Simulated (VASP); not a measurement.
# AlN (km) (P6_3mc) in VASP: single point with PBEsol

Aim: the single point of AlN (km) with PBEsol.

Everything below comes from runs of VASP 6.6.1. Logs are shortened: lines on timing, memory, paths and dates and some standing lists are left out, and cuts for length are marked.

**1. The cell of the first run**

It takes space group P6_3mc (No. 186, hexagonal). The conventional cell has a = 3.114 Å, b = 3.114 Å, c = 4.983 Å, α = 90.00°, β = 90.00°, γ = 120.00°. Within 2.5 Å of Al (site symmetry 3m) lie 4 N at 1.89 to 1.90 Å. Within 2.5 Å of N (site symmetry 3m) lie 4 Al at 1.89 to 1.90 Å.

**2. Single point, PBEsol**

The input, INCAR:

```
SYSTEM = AlN
ALGO = Normal
EDIFF = 1E-6
ENCUT = 600
GGA = PS
GGA_COMPAT = .FALSE.
ISIF = 2
ISMEAR = 0
LASPH = .TRUE.
LCHARG = .FALSE.
LREAL = .FALSE.
LWAVE = .FALSE.
NBANDS = 16
NELM = 120
PREC = Accurate
SIGMA = 0.02
```

The input, KPOINTS:

```
k-points
0
G
  6 6 4
  0 0 0
```

The input, POSCAR:

```
AlN
1.0
    3.1136062519      0.0000000000      0.0000000000
   -1.5568031260      2.6964621115      0.0000000000
    0.0000000000      0.0000000000      4.9831819781
Al N
2 2
Direct
    0.6666666667      0.3333333333      0.4990053221
    0.3333333333      0.6666666667      0.9990053221
    0.6666666667      0.3333333333      0.8809946779
    0.3333333333      0.6666666667      0.3809946779
```

Potentials or basis: VASP PAW PBE potentials, release 64 (Al, N).

The run is started by

```sh
$ cat potpaw_PBE.64/Al/POTCAR potpaw_PBE.64/N/POTCAR > POTCAR
$ mpirun -np 1 vasp_std > vasp.out
```

OUTCAR:

```text
SYSTEM = AlN
   EDIFF = 1E-6
   ENCUT = 600
   GGA = PS
   ISIF = 2
   ISMEAR = 0
   LASPH = .TRUE.
   LREAL = .FALSE.
   NELM = 120
   PREC = Accurate

 ion  position               nearest neighbor table
   1  0.667  0.333  0.499-   4 1.89   4 1.89   4 1.89   3 1.90   2 3.07   2 3.07   2 3.07   2 3.07
                             2 3.07   2 3.07
   2  0.333  0.667  0.999-   3 1.89   3 1.89   3 1.89   4 1.90   1 3.07   1 3.07   1 3.07   1 3.07
                             1 3.07   1 3.07
   3  0.667  0.333  0.881-   2 1.89   2 1.89   2 1.89   1 1.90
   4  0.333  0.667  0.381-   1 1.89   1 1.89   1 1.89   2 1.90

  LATTYP: Found a hexagonal cell.
 ALAT       =     3.1136062519
 C/A-ratio  =     1.6004534854

  Lattice vectors:

 A1 = (   3.1136062519,   0.0000000000,   0.0000000000)
 A2 = (  -1.5568031260,   2.6964621115,   0.0000000000)
 A3 = (   0.0000000000,   0.0000000000,   4.9831819781)

Analysis of symmetry for initial positions (statically):
=====================================================================
 Subroutine PRICEL returns:
 Original cell was already a primitive cell.

 Routine SETGRP: Setting up the symmetry group for a
 hexagonal supercell.

 Subroutine GETGRP returns: Found 12 space group operations
 (whereof  6 operations were pure point group operations)
 out of a pool of 24 trial point group operations.

The static configuration has the point symmetry C_3v.
 The point group associated with its full space group is C_6v.

Analysis of symmetry for dynamics (positions and initial velocities):
=====================================================================
 Subroutine PRICEL returns:
 Original cell was already a primitive cell.

 Routine SETGRP: Setting up the symmetry group for a
 hexagonal supercell.

 Subroutine GETGRP returns: Found 12 space group operations
 (whereof  6 operations were pure point group operations)
 out of a pool of 24 trial point group operations.

The dynamic configuration has the point symmetry C_3v.
 The point group associated with its full space group is C_6v.

 Subroutine INISYM returns: Found 12 space group operations
 (whereof  6 operations are pure point group operations),
 and found     1 'primitive' translations

----------------------------------------------------------------------------------------

                                     Primitive cell

  volume of cell :      41.8374

  direct lattice vectors                    reciprocal lattice vectors
     3.113606252  0.000000000  0.000000000     0.321170989  0.185428157  0.000000000
    -1.556803126  2.696462111  0.000000000     0.000000000  0.370856314  0.000000000
     0.000000000  0.000000000  4.983181978     0.000000000  0.000000000  0.200674991

  length of vectors
     3.113606252  3.113606252  4.983181978     0.370856314  0.370856314  0.200674991

  position of ions in fractional coordinates (direct lattice)
     0.666666667  0.333333333  0.499005322
     0.333333333  0.666666667  0.999005322
     0.666666667  0.333333333  0.880994678
     0.333333333  0.666666667  0.380994678

  ion indices of the primitive-cell ions
   primitive index   ion index
                 1           1
                 2           2
                 3           3
                 4           4

----------------------------------------------------------------------------------------

 KPOINTS: k-points

Automatic generation of k-mesh.
 Grid dimensions read from file:
 generate k-points for:    6    6    4

 Generating k-lattice:

  Cartesian coordinates                     Fractional coordinates (reciprocal lattice)
     0.053528498  0.030904693  0.000000000     0.166666667  0.000000000  0.000000000
     0.000000000  0.061809386  0.000000000     0.000000000  0.166666667  0.000000000
     0.000000000  0.000000000  0.050168748     0.000000000  0.000000000  0.250000000

  Length of vectors
     0.061809386  0.061809386  0.050168748

  Shift w.r.t. Gamma in fractional coordinates (k-lattice)
     0.000000000  0.000000000  0.000000000

 Subroutine IBZKPT returns following result:
 ===========================================

 Found     21 irreducible k-points:

 Following reciprocal coordinates:
            Coordinates               Weight
  0.000000  0.000000  0.000000      1.000000
  0.166667  0.000000  0.000000      6.000000
  0.333333  0.000000  0.000000      6.000000
  0.500000  0.000000  0.000000      3.000000
  0.166667  0.166667  0.000000      6.000000
  0.333333  0.166667  0.000000     12.000000
[... 13 lines left out ...]
  0.333333  0.166667  0.500000     12.000000
  0.333333  0.333333  0.500000      2.000000
   k-points           NKPTS =     21   k-points in BZ     NKDIM =     21   number of bands    NBANDS=     16
   number of dos      NEDOS =    301   number of ions     NIONS =      4
   total plane-waves  NPLWV =  31360
   dimension x,y,z NGX =    28 NGY =   28 NGZ =   40
   dimension x,y,z NGXF=    56 NGYF=   56 NGZF=   80
   ions per type =               2   2
   NGX,Y,Z   is equivalent  to a cutoff of  14.95, 14.95, 13.34 a.u.
   NGXF,Y,Z  is equivalent  to a cutoff of  29.90, 29.90, 26.69 a.u.
 SYSTEM =  AlN
   PREC   = accura    normal or accurate (medium, high low for compatibility)
   ISTART =      0    job   : 0-new  1-cont  2-samecut
   ICHARG =      2    charge: 1-file 2-atom 10-const
   ISPIN  =      1    spin polarized calculation?
   LNONCOLLINEAR =      F non collinear calculations
   LSORBIT =      F    spin-orbit coupling
   LASPH  =      T    aspherical Exc in radial PAW
   ENCUT  =  600.0 eV  44.10 Ry    6.64 a.u.   6.22  6.22  9.95*2*pi/ulx,y,z
   NELM   =    120;   NELMIN=  2; NELMDL= -5     # of ELM steps
   EDIFF  = 0.1E-05   stopping-criterion for ELM
   LREAL  =      F    real-space projection
   EDIFFG = 0.1E-04   stopping-criterion for IOM
   NSW    =      0    number of steps for IOM
   IBRION =     -1    ionic relax: 0-MD 1-quasi-New 2-CG
   NFREE  =      0    steps in history (QN), initial steepest desc. (CG)
   ISIF   =      2    stress and relaxation
   ISYM   =      2    0-nonsym 1-usesym 2-fastsym
   POTIM  = 0.5000    time-step for ionic-motion
   TEBEG  =    0.0;   TEEND  =   0.0 temperature during run
   PSTRESS=    0.0 pullay stress
   NELECT =      16.0000    total number of electrons
   NUPDOWN=      -1.0000    fix difference up-down
   EMIN   =  10.00;   EMAX   =-10.00  energy-range for DOS
   EFERMI =   0.00;   METHOD = LEGACY
   ISMEAR =     0;   SIGMA  =   0.02  broadening in eV -4-tet -1-fermi 0-gaus
   EFERMI_NEDOS =   21; number of points for ismear=-14 and -15
   IALGO  =     38    algorithm
   IMIX   =      4    mixing-type and parameters
     AMIX     =   0.40;   BMIX     =  1.00
     AMIX_MAG =   1.60;   BMIX_MAG =  1.00
  volume/ion in A,a.u.               =      10.46        70.58
  Fermi-wavevector in a.u.,A,eV,Ry     =   1.188301  2.245564 19.212242  1.412060
  Thomas-Fermi vector in A             =   2.324434
   LORBIT       =      0    0 simple, 1 ext, 2 COOP (PROOUT), +10 PAW based schemes
   GGA     = PS    functional components
   LHFCALC =     F    Hartree Fock is set to
   AEXX    =    0.0000 exact exchange contribution
   IVDW    =     0    specifies the selected vdW correction
   LEPSILON=     F    determine dielectric tensor
   LRPA    =     F    only Hartree local field effects (RPA)
 non-spin polarized calculation
 Gauss-broadening in eV      SIGMA  =   0.02
  energy-cutoff  :      600.00
  volume of cell :       41.84
 maximum number of plane-waves:      1412
 NGX is ok and might be reduce to    28
   NGX = 13   NGY = 13   NGZ = 19

 number of electron      15.9999999 magnetization

 Free energy of the ion-electron system (eV)
  ---------------------------------------------------
  ext. energy  EPLUGINS =         0.00000000
  ---------------------------------------------------
  free energy    TOTEN  =       -31.31432489 eV

  energy without entropy =      -31.31432489  energy(sigma->0) =      -31.31432489

 E-fermi :   6.1553     XC(G=0): -11.1002

 val. band max:        6.0539335436   @ k =   0.0000   0.0000   0.0000
 cond. band min:      10.1659882369   @ k =   0.0000   0.0000   0.0000
 fundamental gap:      4.1120546933
 Fermi energy:         6.1552979327

 k-point     1 :       0.0000    0.0000    0.0000
  band No.  band energies     occupation
      1      -9.1099      2.00000
      2      -6.9293      2.00000
      3       0.0017      2.00000
      4       5.1753      2.00000
      5       5.1753      2.00000
      6       5.8297      2.00000
[... 8 lines left out ...]
     15      19.0740      0.00000
     16      19.0740      0.00000

 k-point     2 :       0.1667    0.0000    0.0000
  band No.  band energies     occupation
      1      -8.7598      2.00000
      2      -6.7394      2.00000
      3       0.4200      2.00000
      4       3.7417      2.00000
      5       4.5322      2.00000
      6       4.7793      2.00000
[... 8 lines left out ...]
     15      18.2931      0.00000
     16      18.7144      0.00000

 k-point     3 :       0.3333    0.0000    0.0000
  band No.  band energies     occupation
      1      -7.8538      2.00000
      2      -6.4022      2.00000
      3       1.5048      2.00000
      4       1.5763      2.00000
      5       2.6998      2.00000
      6       4.1856      2.00000
[... 8 lines left out ...]
     15      18.0333      0.00000
     16      20.3116      0.00000

 k-point     4 :       0.5000    0.0000    0.0000
  band No.  band energies     occupation
      1      -7.1160      2.00000
      2      -6.4115      2.00000
      3       0.5485      2.00000
      4       1.8517      2.00000
      5       2.6752      2.00000
      6       3.9386      2.00000
[... 8 lines left out ...]
     15      18.7249      0.00000
     16      21.0563      0.00000
[... 267 lines left out ...]
 k-point    19 :       0.1667    0.1667    0.5000
  band No.  band energies     occupation
      1      -7.3923      2.00000
      2      -7.3923      2.00000
      3       1.8036      2.00000
      4       1.8036      2.00000
      5       4.1940      2.00000
      6       4.1940      2.00000
[... 8 lines left out ...]
     15      18.8655      0.00000
     16      18.8655      0.00000

 k-point    20 :       0.3333    0.1667    0.5000
  band No.  band energies     occupation
      1      -6.7576      2.00000
      2      -6.7576      2.00000
      3       0.8482      2.00000
      4       0.8482      2.00000
      5       3.3886      2.00000
      6       3.3886      2.00000
[... 8 lines left out ...]
     15      19.3764      0.00000
     16      19.3764      0.00000

 k-point    21 :       0.3333    0.3333    0.5000
  band No.  band energies     occupation
      1      -6.5276      2.00000
      2      -6.5276      2.00000
      3       1.1746      2.00000
      4       1.1746      2.00000
      5       2.1344      2.00000
      6       2.1344      2.00000
[... 8 lines left out ...]
     15      19.7132      0.00000
     16      19.7132      0.00000

------------------------ aborting loop because EDIFF is reached ----------------------------------------

  FORCE on cell =-STRESS in cart. coord.  units (eV):
  Direction    XX          YY          ZZ          XY          YZ          ZX
  --------------------------------------------------------------------------------------
  -------------------------------------------------------------------------------------
  Total       -0.0412917     -0.0412917     -0.0468630      0.0000000      0.0000000      0.0000000
  in kB       -1.5812812     -1.5812812     -1.7946336      0.0000000      0.0000000      0.0000000
  external PRESSURE =      -1.6523986 kB  Pullay stress =       0.0000000 kB

 VOLUME and BASIS-vectors are now :
 -----------------------------------------------------------------------------
  energy-cutoff  :      600.00
  volume of cell :       41.84
      direct lattice vectors                 reciprocal lattice vectors
     3.113606252  0.000000000  0.000000000     0.321170989  0.185428157  0.000000000
    -1.556803126  2.696462111  0.000000000     0.000000000  0.370856314  0.000000000
     0.000000000  0.000000000  4.983181978     0.000000000  0.000000000  0.200674991

 POSITION                                       TOTAL-FORCE (eV/Angst)
 -----------------------------------------------------------------------------------
      1.55680      0.89882      2.48663         0.000000      0.000000     -0.001533
     -0.00000      1.79764      4.97823         0.000000      0.000000     -0.001533
      1.55680      0.89882      4.39016        -0.000000      0.000000      0.001533
     -0.00000      1.79764      1.89857         0.000000     -0.000000      0.001533
 -----------------------------------------------------------------------------------
    total drift:                               -0.000000      0.000000      0.000557

  FREE ENERGIE OF THE ION-ELECTRON SYSTEM (eV)
  ---------------------------------------------------
  free  energy   TOTEN  =       -31.3143248939 eV

  energy  without entropy=      -31.3143248939  energy(sigma->0) =      -31.31432489
```

Run time: 15 s. Hardware: 1 thread of Intel Xeon 6975P-C, shared host; peak memory 0.17 GiB.

What came out:

```yaml
Free_energy: -31.3143 eV
Pressure: -0.2 GPa
Band_gap_on_the_k_mesh: 4.11 eV, direct
```

Caveat: the PAW data sets were made with another functional, which shifts forces and pressure a little.
